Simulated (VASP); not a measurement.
# MgI2 in VASP: a series of runs

MgI2 is run at these levels: PBE+D3(BJ); tasks: single point.

All numbers are computed with VASP 6.6.1; they aren't measurements. Logs are shortened: lines on timing, memory, paths and dates and some standing lists are left out, and cuts for length are marked.

## (1) The cell of the first run

The cell holds a slab with vacuum, 6 atoms: a = 4.131 Å, b = 4.131 Å, c = 24.227 Å, α = 90.00°, β = 90.00°, γ = 120.00°.

## (2) Single point, PBE+D3(BJ)

Input file INCAR:

```
  ALGO = Normal
  DIPOL = 0.5 0.5 0.399
  EDIFF = 1E-7
  ENCUT = 520
  GGA = PE
  IDIPOL = 3
  ISIF = 2
  ISMEAR = 0
  IVDW = 12
  LASPH = T
  LCHARG = F
  LDIPOL = T
  LREAL = F
  LWAVE = F
  NBANDS = 25
  NELM = 80
  PREC = Accurate
  SIGMA = 0.05
```

Input file KPOINTS:

```
k-points
0
Gamma
  9 9 1
```

Input file POSCAR:

```
MgI2
1.0
    4.1311066717      0.0000000000      0.0000000000
   -2.0655533359      3.5776433235      0.0000000000
    0.0000000000      0.0000000000     24.2265083865
I Mg
4 2
Direct
    0.3333333333      0.6666666667      0.1857469483
    0.6666666667      0.3333333334      0.3243886812
    0.6666666667      0.8333333333      0.4740961590
    1.0000000000      0.5000000000      0.6127380708
    0.0000000000      0.0000000000      0.2551257137
    0.3333333333      0.1666666666      0.5433614178
```

Potentials or basis: VASP PAW PBE potentials, release 64 (I, Mg).

On the command line:

```sh
> cat potpaw_PBE.64/I/POTCAR potpaw_PBE.64/Mg/POTCAR > POTCAR
> mpirun -np 1 vasp_std > vasp.out
```

OUTCAR:

```text
EDIFF = 1E-7
   ENCUT = 520
   GGA = PE
   ISIF = 2
   ISMEAR = 0
   IVDW = 12
   LASPH = T
   LREAL = F
   NELM = 80
   PREC = Accurate
 IVDW          = 12

 ion  position               nearest neighbor table
   1  0.333  0.667  0.186-   5 2.92   5 2.92   5 2.92
   2  0.667  0.333  0.324-   5 2.92   5 2.92   5 2.92
   3  0.667  0.833  0.474-   6 2.92   6 2.92   6 2.92
   4  0.000  0.500  0.613-   6 2.92   6 2.92   6 2.92
   5  0.000  0.000  0.255-   2 2.92   2 2.92   2 2.92   1 2.92   1 2.92   1 2.92
   6  0.333  0.167  0.543-   3 2.92   3 2.92   3 2.92   4 2.92   4 2.92   4 2.92

  LATTYP: Found a hexagonal cell.
 ALAT       =     4.1311066717
 C/A-ratio  =     5.8644112369

  Lattice vectors:

 A1 = (   4.1311066717,   0.0000000000,   0.0000000000)
 A2 = (  -2.0655533359,   3.5776433235,   0.0000000000)
 A3 = (   0.0000000000,   0.0000000000,  24.2265083865)

Analysis of symmetry for initial positions (statically):
=====================================================================
 Subroutine PRICEL returns:
 Original cell was already a primitive cell.

 Routine SETGRP: Setting up the symmetry group for a
 hexagonal supercell.

 Subroutine GETGRP returns: Found  4 space group operations
 (whereof  2 operations were pure point group operations)
 out of a pool of 24 trial point group operations.

The static configuration has the point symmetry C_1h.
 The point group associated with its full space group is C_2h.

Analysis of symmetry for dynamics (positions and initial velocities):
=====================================================================
 Subroutine PRICEL returns:
 Original cell was already a primitive cell.

 Routine SETGRP: Setting up the symmetry group for a
 hexagonal supercell.

 Subroutine GETGRP returns: Found  4 space group operations
 (whereof  2 operations were pure point group operations)
 out of a pool of 24 trial point group operations.

The dynamic configuration has the point symmetry C_1h.
 The point group associated with its full space group is C_2h.

 Subroutine INISYM returns: Found  4 space group operations
 (whereof  2 operations are pure point group operations),
 and found     1 'primitive' translations

----------------------------------------------------------------------------------------

                                     Primitive cell

  volume of cell :     358.0587

  direct lattice vectors                    reciprocal lattice vectors
     4.131106672  0.000000000  0.000000000     0.242065887  0.139756805  0.000000000
    -2.065553336  3.577643323  0.000000000     0.000000000  0.279513610  0.000000000
     0.000000000  0.000000000 24.226508387     0.000000000  0.000000000  0.041277100

  length of vectors
     4.131106672  4.131106672 24.226508387     0.279513610  0.279513610  0.041277100

  position of ions in fractional coordinates (direct lattice)
     0.333333333  0.666666667  0.185746948
     0.666666667  0.333333333  0.324388681
     0.666666667  0.833333333  0.474096159
     0.000000000  0.500000000  0.612738071
     0.000000000  0.000000000  0.255125714
     0.333333333  0.166666667  0.543361418

  ion indices of the primitive-cell ions
   primitive index   ion index
                 1           1
                 2           2
                 3           3
                 4           4
                 5           5
                 6           6

----------------------------------------------------------------------------------------

 KPOINTS: k-points

Automatic generation of k-mesh.
 Grid dimensions read from file:
 generate k-points for:    9    9    1

 Generating k-lattice:

  Cartesian coordinates                     Fractional coordinates (reciprocal lattice)
     0.026896210  0.015528534  0.000000000     0.111111111  0.000000000  0.000000000
     0.000000000  0.031057068  0.000000000     0.000000000  0.111111111  0.000000000
     0.000000000  0.000000000  0.041277100     0.000000000  0.000000000  1.000000000

  Length of vectors
     0.031057068  0.031057068  0.041277100

  Shift w.r.t. Gamma in fractional coordinates (k-lattice)
     0.000000000  0.000000000  0.000000000

 Subroutine IBZKPT returns following result:
 ===========================================

 Found     25 irreducible k-points:

 Following reciprocal coordinates:
            Coordinates               Weight
  0.000000  0.000000  0.000000      1.000000
  0.111111 -0.000000  0.000000      2.000000
  0.000000  0.111111  0.000000      4.000000
  0.222222  0.000000  0.000000      2.000000
  0.000000  0.222222  0.000000      4.000000
  0.333333  0.000000  0.000000      2.000000
[... 16 lines left out ...]
 -0.222222 -0.444444  0.000000      4.000000
  0.444444  0.333333  0.000000      4.000000
   k-points           NKPTS =     25   k-points in BZ     NKDIM =     25   number of bands    NBANDS=     25
   number of dos      NEDOS =    301   number of ions     NIONS =      6
   total plane-waves  NPLWV = 184320
   dimension x,y,z NGX =    32 NGY =   32 NGZ =  180
   dimension x,y,z NGXF=    64 NGYF=   64 NGZF=  360
   ions per type =               4   2
   NGX,Y,Z   is equivalent  to a cutoff of  12.88, 12.88, 12.35 a.u.
   NGXF,Y,Z  is equivalent  to a cutoff of  25.76, 25.76, 24.70 a.u.
 SYSTEM =  unknown system
   PREC   = accura    normal or accurate (medium, high low for compatibility)
   ISTART =      0    job   : 0-new  1-cont  2-samecut
   ICHARG =      2    charge: 1-file 2-atom 10-const
   ISPIN  =      1    spin polarized calculation?
   LNONCOLLINEAR =      F non collinear calculations
   LSORBIT =      F    spin-orbit coupling
   LASPH  =      T    aspherical Exc in radial PAW
   ENCUT  =  520.0 eV  38.22 Ry    6.18 a.u.   7.68  7.68 45.05*2*pi/ulx,y,z
   NELM   =     80;   NELMIN=  2; NELMDL= -5     # of ELM steps
   EDIFF  = 0.1E-06   stopping-criterion for ELM
   LREAL  =      F    real-space projection
   EDIFFG = 0.1E-05   stopping-criterion for IOM
   NSW    =      0    number of steps for IOM
   IBRION =     -1    ionic relax: 0-MD 1-quasi-New 2-CG
   NFREE  =      0    steps in history (QN), initial steepest desc. (CG)
   ISIF   =      2    stress and relaxation
   ISYM   =      2    0-nonsym 1-usesym 2-fastsym
   POTIM  = 0.5000    time-step for ionic-motion
   TEBEG  =    0.0;   TEEND  =   0.0 temperature during run
   PSTRESS=    0.0 pullay stress
   NELECT =      32.0000    total number of electrons
   NUPDOWN=      -1.0000    fix difference up-down
   EMIN   =  10.00;   EMAX   =-10.00  energy-range for DOS
   EFERMI =   0.00;   METHOD = LEGACY
   ISMEAR =     0;   SIGMA  =   0.05  broadening in eV -4-tet -1-fermi 0-gaus
   EFERMI_NEDOS =   21; number of points for ismear=-14 and -15
   IALGO  =     38    algorithm
   IMIX   =      4    mixing-type and parameters
     AMIX     =   0.40;   BMIX     =  1.00
     AMIX_MAG =   1.60;   BMIX_MAG =  1.00
  volume/ion in A,a.u.               =      59.68       402.72
  Fermi-wavevector in a.u.,A,eV,Ry     =   0.731936  1.383159  7.289063  0.535731
  Thomas-Fermi vector in A             =   1.824276
   LORBIT       =      0    0 simple, 1 ext, 2 COOP (PROOUT), +10 PAW based schemes
   GGA     = PE    functional components
   LHFCALC =     F    Hartree Fock is set to
   AEXX    =    0.0000 exact exchange contribution
   IVDW    =    12    specifies the selected vdW correction
   LEPSILON=     F    determine dielectric tensor
   LRPA    =     F    only Hartree local field effects (RPA)
 non-spin polarized calculation
 Gauss-broadening in eV      SIGMA  =   0.05
  energy-cutoff  :      520.00
  volume of cell :      358.06
 maximum number of plane-waves:      9709
   NGX = 15   NGY = 15   NGZ = 91

 dipolmoment           0.000000      0.000000     -0.000028 electrons x Angstroem

 number of electron      32.0000000 magnetization

 dipolmoment           0.000000      0.000000      0.000918 electrons x Angstroem

 Free energy of the ion-electron system (eV)
  ---------------------------------------------------
  ext. energy  EPLUGINS =         0.00000000
  ---------------------------------------------------
  free energy    TOTEN  =       -15.41109711 eV

  energy without entropy =      -15.41109711  energy(sigma->0) =      -15.41109711

 E-fermi :  -1.1348     XC(G=0):  -5.0659

 val. band max:       -1.3892876104   @ k =   0.0000   0.0000   0.0000
 cond. band min:       2.1341780324   @ k =   0.4444   0.0000   0.0000
 fundamental gap:      3.5234656428
 Fermi energy:        -1.1347962902

 k-point     1 :       0.0000    0.0000    0.0000
  band No.  band energies     occupation
      1     -13.4084      2.00000
      2     -13.3335      2.00000
      3     -12.8818      2.00000
      4     -12.7952      2.00000
      5      -4.7418      2.00000
      6      -4.3320      2.00000
[... 17 lines left out ...]
     24       5.3045      0.00000
     25       5.3116      0.00000

 k-point     2 :       0.1111   -0.0000    0.0000
  band No.  band energies     occupation
      1     -13.3447      2.00000
      2     -13.2702      2.00000
      3     -12.8404      2.00000
      4     -12.7559      2.00000
      5      -4.6716      2.00000
      6      -4.2858      2.00000
[... 17 lines left out ...]
     24       5.2854      0.00000
     25       5.5116      0.00000

 k-point     3 :       0.0000    0.1111    0.0000
  band No.  band energies     occupation
      1     -13.3435      2.00000
      2     -13.2711      2.00000
      3     -12.8394      2.00000
      4     -12.7573      2.00000
      5      -4.6631      2.00000
      6      -4.2968      2.00000
[... 552 lines left out ...]
 k-point    23 :      -0.2222   -0.4444    0.0000
  band No.  band energies     occupation
      1     -12.6386      2.00000
      2     -12.6332      2.00000
      3     -12.5177      2.00000
      4     -12.5107      2.00000
      5      -4.7668      2.00000
      6      -4.6921      2.00000
[... 17 lines left out ...]
     24       5.6945      0.00000
     25       5.9538      0.00000

 k-point    24 :       0.4444    0.3333    0.0000
  band No.  band energies     occupation
      1     -12.6575      2.00000
      2     -12.6183      2.00000
      3     -12.5250      2.00000
      4     -12.4995      2.00000
      5      -4.7536      2.00000
      6      -4.6977      2.00000
[... 17 lines left out ...]
     24       5.6948      0.00000
     25       6.0257      0.00000

 [... further k-points ...]

------------------------ aborting loop because EDIFF is reached ----------------------------------------

 vacuum level on the upper side and lower side of the slab       (xc-potential included)        -0.093        -0.105

 Edisp (eV)   -1.62329

 E8    (eV) :    -0.7457

  FORCE on cell =-STRESS in cart. coord.  units (eV):
  Direction    XX          YY          ZZ          XY          YZ          ZX
  --------------------------------------------------------------------------------------
  -------------------------------------------------------------------------------------
  Total      -0.20592    -0.12178    -0.08720    -0.07286     0.00766     0.01326
  in kB      -0.92141    -0.54493    -0.39018    -0.32604     0.03427     0.05935
  external pressure =       -0.62 kB  Pullay stress =        0.00 kB

 VOLUME and BASIS-vectors are now :
 -----------------------------------------------------------------------------
  energy-cutoff  :      520.00
  volume of cell :      358.06
      direct lattice vectors                 reciprocal lattice vectors
     4.131106672  0.000000000  0.000000000     0.242065887  0.139756805  0.000000000
    -2.065553336  3.577643323  0.000000000     0.000000000  0.279513610  0.000000000
     0.000000000  0.000000000 24.226508387     0.000000000  0.000000000  0.041277100

 POSITION                                       TOTAL-FORCE (eV/Angst)
 -----------------------------------------------------------------------------------
     -0.00000      2.38510      4.50000        -0.001315     -0.000759      0.009876
      2.06555      1.19255      7.85881         0.005081      0.002933     -0.009721
      1.03278      2.98137     11.48569        -0.005081     -0.002933      0.009721
     -1.03278      1.78882     14.84450         0.001315      0.000759     -0.009876
      0.00000      0.00000      6.18081        -0.002742     -0.001583     -0.000248
      1.03278      0.59627     13.16375         0.002742      0.001583      0.000248
 -----------------------------------------------------------------------------------
    total drift:                                0.000002      0.000001      0.084187

  FREE ENERGIE OF THE ION-ELECTRON SYSTEM (eV)
  ---------------------------------------------------
  free  energy   TOTEN  =       -17.0343854150 eV

  energy  without entropy=      -17.0343854150  energy(sigma->0) =      -17.03438542

 vacuum level on the upper side and lower side of the slab         4.840         4.828
```

It took 4.9 min on 1 thread of Oxide Virtual Turin-like, shared host; peak memory 0.52 GiB.

Results:

```yaml
Free_energy: -17.0344 eV
Largest_force: 0.011 eV/Å
Band_gap_on_the_k_mesh: 3.52 eV, indirect (least direct gap 3.91 eV)
Dispersion_energy_per_atom: -0.271 eV
```

Forces on the atoms (eV/Å):
```
I   -0.001 -0.001  0.010
I    0.005  0.003 -0.010
I   -0.005 -0.003  0.010
I    0.001  0.001 -0.010
Mg  -0.003 -0.002  0.000
Mg   0.003  0.002  0.000
```

Caveat: spin-orbit coupling is left out, which moves the levels of the heavy elements.

## (3) Single point, PBE+D3(BJ)

Input file INCAR:

```
SYSTEM = MgI2
PREC = Accurate ; ENCUT = 520
EDIFF = 1E-7 ; ISMEAR = 0
SIGMA = 0.05 ; LREAL = .FALSE.
LASPH = .TRUE. ; NELM = 80
ALGO = Normal ; ISIF = 2
LWAVE = .FALSE. ; LCHARG = .FALSE.
LDIPOL = .TRUE. ; IDIPOL = 3
DIPOL = 0.5 0.5 0.405 ; GGA = PE
IVDW = 12 ; NBANDS = 25
```

Input file KPOINTS:

```
Automatic mesh
0
G
  9 9 1
  0 0 0
```

Input file POSCAR:

```
MgI2
1.0
    4.1311066717      0.0000000000      0.0000000000
   -2.0655533359      3.5776433235      0.0000000000
    0.0000000000      0.0000000000     24.2265083865
I Mg
4 2
Direct
    0.3333333334      0.6666666667      0.1857469483
    0.6666666667      0.3333333333      0.3244450278
    0.8333333334      0.6666666667      0.4857853485
    1.1666666666      0.3333333333      0.6244962114
    0.0000000000      0.0000000000      0.2551261205
    0.5000000000      0.0000000000      0.5551044099
```

Potentials or basis: VASP PAW PBE potentials, release 64 (I, Mg).

On the command line:

```sh
> cat potpaw_PBE.64/I/POTCAR potpaw_PBE.64/Mg/POTCAR > POTCAR
> mpirun -np 1 vasp_std > vasp.out
```

OUTCAR:

```text
SYSTEM = MgI2
   PREC = Accurate
   ENCUT = 520
   EDIFF = 1E-7
   ISMEAR = 0
   LREAL = .FALSE.
   LASPH = .TRUE.
   NELM = 80
   ISIF = 2
   GGA = PE
   IVDW = 12
 IVDW          = 12

 ion  position               nearest neighbor table
   1  0.333  0.667  0.186-   5 2.92   5 2.92   5 2.92
   2  0.667  0.333  0.324-   5 2.92   5 2.92   5 2.92
   3  0.833  0.667  0.486-   6 2.92   6 2.92   6 2.92
   4  0.167  0.333  0.624-   6 2.92   6 2.92   6 2.92
   5  0.000  0.000  0.255-   2 2.92   2 2.92   2 2.92   1 2.92   1 2.92   1 2.92
[... 889 lines left out ...]
  -------------------------------------------------------------------------------------
  Total      -0.23500    -0.14943    -0.09101     0.00000     0.15300    -0.00000
  in kB      -1.05152    -0.66863    -0.40723     0.00000     0.68460    -0.00000
  external pressure =       -0.71 kB  Pullay stress =        0.00 kB

 VOLUME and BASIS-vectors are now :
 -----------------------------------------------------------------------------
  energy-cutoff  :      520.00
  volume of cell :      358.06
      direct lattice vectors                 reciprocal lattice vectors
     4.131106672  0.000000000  0.000000000     0.242065887  0.139756805  0.000000000
    -2.065553336  3.577643323  0.000000000     0.000000000  0.279513610  0.000000000
     0.000000000  0.000000000 24.226508387     0.000000000  0.000000000  0.041277100

 POSITION                                       TOTAL-FORCE (eV/Angst)
 -----------------------------------------------------------------------------------
      0.00000      2.38510      4.50000         0.000000     -0.001928      0.009287
      2.06555      1.19255      7.86017         0.000000     -0.036382     -0.009097
      2.06555      2.38510     11.76888        -0.000000      0.036383      0.009406
     -0.00000      1.19255     15.12936        -0.000000      0.001927     -0.010560
      0.00000      0.00000      6.18082        -0.000000      0.001481      0.000485
      2.06555      0.00000     13.44824         0.000000     -0.001481      0.000480
 -----------------------------------------------------------------------------------
    total drift:                               -0.000000      0.000000      0.000240

  FREE ENERGIE OF THE ION-ELECTRON SYSTEM (eV)
  ---------------------------------------------------
  free  energy   TOTEN  =       -17.0068236558 eV

  energy  without entropy=      -17.0068236558  energy(sigma->0) =      -17.00682366

 vacuum level on the upper side and lower side of the slab         4.849         4.852
```

Run time: 4.4 min. Hardware: 1 thread of Oxide Virtual Turin-like, shared host; peak memory 0.52 GiB.

What came out:

```
Free energy                : -17.0068 eV
Largest force              : 0.038 eV/Å
Band gap on the k mesh     : 3.56 eV, indirect (least direct gap 3.94 eV)
Dispersion energy per atom : -0.265 eV
```

Forces in eV/Å, atoms in the order of the input:
```
I    0.000 -0.002  0.009
I    0.000 -0.036 -0.009
I    0.000  0.036  0.009
I    0.000  0.002 -0.011
Mg   0.000  0.001  0.000
Mg   0.000 -0.001  0.000
```

Levels at points of the mesh, in eV from the valence-band top:
```tsv
k point	band 14	band 15	band 16	band 17	band 18	band 19
(0.00, 0.00, 0.00)	-0.02	-0.01	0.00	3.94	4.36	4.91
```

Caveat: spin-orbit coupling is left out, which moves the levels of the heavy elements.

## (4) Single point, PBE+D3(BJ)

Input file INCAR:

```
SYSTEM = MgI2
  PREC = Accurate
  ENCUT = 520
  EDIFF = 1E-6
  ISMEAR = 0
  SIGMA = 0.05
  LREAL = .FALSE.
  LASPH = .TRUE.
  NELM = 60
  ALGO = Normal
  ISIF = 2
  LWAVE = .FALSE.
  LCHARG = .TRUE.
  LDIPOL = .TRUE.
  IDIPOL = 3
  DIPOL = 0.5 0.5 0.405
  GGA = PE
  IVDW = 12
  LELF = .TRUE.
  LVHAR = .TRUE.
  LVACPOTAV = .TRUE.
  NBANDS = 25
```

KPOINTS is that of step 3.

Input file POSCAR:

```
MgI2
1.0
    4.1311066717      0.0000000000      0.0000000000
   -2.0655533359      3.5776433235      0.0000000000
    0.0000000000      0.0000000000     24.2265083865
I Mg
4 2
Direct
    0.3333333333      0.6666666667      0.1857469483
    0.6666666667      0.3333333334      0.3244457384
    1.0000000000      0.5000000000      0.4856200865
    1.3333333333      0.1666666666      0.6243318016
    0.0000000000      0.0000000000      0.2551264126
    0.6666666667     -0.1666666667      0.5549400810
```

On the command line:

```sh
> cat potpaw_PBE.64/I/POTCAR potpaw_PBE.64/Mg/POTCAR > POTCAR
> mpirun -np 1 vasp_std > vasp.out
```

Run time: 4.5 min. Hardware: 1 thread of Oxide Virtual Turin-like, shared host; peak memory 0.52 GiB.

Results (log left out):

```
Free energy                : -17.0072 eV
Largest force              : 0.041 eV/Å
Band gap on the k mesh     : 3.56 eV, indirect (least direct gap 3.94 eV)
Dispersion energy per atom : -0.265 eV
```

Forces on the atoms (eV/Å):
```
I   -0.001 -0.001  0.009
I   -0.035 -0.020 -0.009
I    0.035  0.020  0.010
I    0.001  0.001 -0.010
Mg   0.003  0.002  0.001
Mg  -0.003 -0.002  0.000
```

Levels at points of the mesh, in eV from the valence-band top:
| k point | band 12 | band 13 | band 14 | band 15 | band 16 | band 17 | band 18 | band 19 | band 20 | band 21 |
| --- | --- | --- | --- | --- | --- | --- | --- | --- | --- | --- |
| (0.00, 0.00, 0.00) | -0.28 | -0.03 | -0.02 | -0.01 | 0.00 | 3.94 | 4.36 | 4.90 | 4.95 | 5.89 |

Caveat: spin-orbit coupling is left out, which moves the levels of the heavy elements.
